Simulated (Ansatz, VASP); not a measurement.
**Two plane-wave programs on Pd**

File POSCAR:

```
Pd
1.0
    2.5530980454      0.0000000000      0.0000000000
    0.0000000000      2.5530980454      0.0000000000
    0.0000000000      0.0000000000      2.5530980454
Pd
1
Direct
    0.0000000000      0.0000000000      0.0000000000
```

Contents of INCAR.step1:

```
SYSTEM = Pd
ALGO = Normal
EDIFF = 1E-4
ENCUT = 520
GGA = PE
ISMEAR = -1
ISPIN = 2
LASPH = .True.
LCHARG = .False.
LMAXMIX = 4
LREAL = .False.
LWAVE = .True.
MAGMOM = 0.5
NBANDS = 15
NELM = 150
PREC = Accurate
SIGMA = 0.05
```

File INCAR.step2:

```
SYSTEM = Pd
ALGO = Normal
EDIFF = 1E-6
ENCUT = 520
ISIF = 2
ISMEAR = -1
ISPIN = 2
ISTART = 1
LASPH = .True.
LCHARG = .False.
LMAXMIX = 4
LMIXTAU = .True.
LORBIT = 11
LREAL = .False.
LWAVE = .False.
MAGMOM = 0.5
METAGGA = R2SCAN
NBANDS = 15
NELM = 150
PREC = Accurate
SIGMA = 0.05
```

Contents of KPOINTS:

```
k-points
0
Gamma
  14 14 14
  0 0 0
```

Input for Ansatz:

```yaml
crystal:
  lattice:
    - [2.5530980454, 0.0, 0.0]
    - [0.0, 2.5530980454, 0.0]
    - [0.0, 0.0, 2.5530980454]
  atoms:
    - { symbol: Pd, position: [0.0, 0.0, 0.0], spin: 0.5 }
hamiltonian:
  xc: r2scan
  pseudopotentials:
    kind: paw
    azcp:
      Pd: "pseudopotentials/Pd.paw.azcp"
basis:
  ecutwfc: 500
  fft_grid_basis: typed
kpoints:
  mp_grid: { grid: [14, 14, 14], shift: [0, 0, 0] }
magnetization:
  spin_polarized: true
scf:
  occupations: { method: fermi_dirac, width: 0.05 }
  lower_state_search: "off"
output:
  stress: true
```

Alike in both runs: task single point; functional r2SCAN; k mesh 14 × 14 × 14; occupations fermi-dirac, width 0.05 eV; collinear spin.

|  | VASP | Ansatz |
| --- | --- | --- |
| version | VASP 6.6.1 | Ansatz 0.2.0 |
| potentials or method | VASP PAW PBE potentials, release 64 (Pd), cutoff 520 eV | plane waves (500 eV) with PAW, scalar-relativistic |
| valence electrons in the cell | 10 | 18 |

Ansatz gave:

| Quantity | Value |
| --- | --- |
| pressure (GPa) | 6.3 |
| net moment per atom (μB) | 0.00 |

**Question.** What did VASP give for the same quantities?

**Answer.** Pressure (GPa): 6.9; net moment per atom (μB): 0.00.

VASP's potentials were made for PBE, not for r2SCAN. VASP's potentials hold 10 valence electrons a cell and Ansatz's 18, so a difference there can come from the potentials and not from the codes. Ansatz's warnings: seeded moment not kept, stability check not made.
